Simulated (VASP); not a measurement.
Input of a VASP 6.6.1 run:

File INCAR:

```
SYSTEM = As
PREC = Accurate
ENCUT = 520
EDIFF = 1E-6
ISMEAR = -1
SIGMA = 0.05
LREAL = .FALSE.
LASPH = .TRUE.
NELM = 60
ALGO = Normal
ISIF = 2
LWAVE = .FALSE.
LCHARG = .FALSE.
GGA = PS
NBANDS = 8
```

File KPOINTS:

```
Automatic mesh
0
G
  10 10 10
  0 0 0
```

POSCAR

```
As
1.0
    2.7567085743      0.0000000000      0.0000000000
    0.0000000000      2.7567085743      0.0000000000
    0.0000000000      0.0000000000      2.7567085743
As
1
Direct
    0.5000000000      0.5000000000      0.5000000000
```

Potentials or basis: VASP PAW PBE potentials, release 64 (As).

Command:

```console
$ cat potpaw_PBE.64/As/POTCAR > POTCAR
$ mpirun -np 1 vasp_std > vasp.out
```

What does it give for the pressure?

-5.7 GPa.

Caveat: the PAW data sets were made with another functional, which shifts forces and pressure a little.
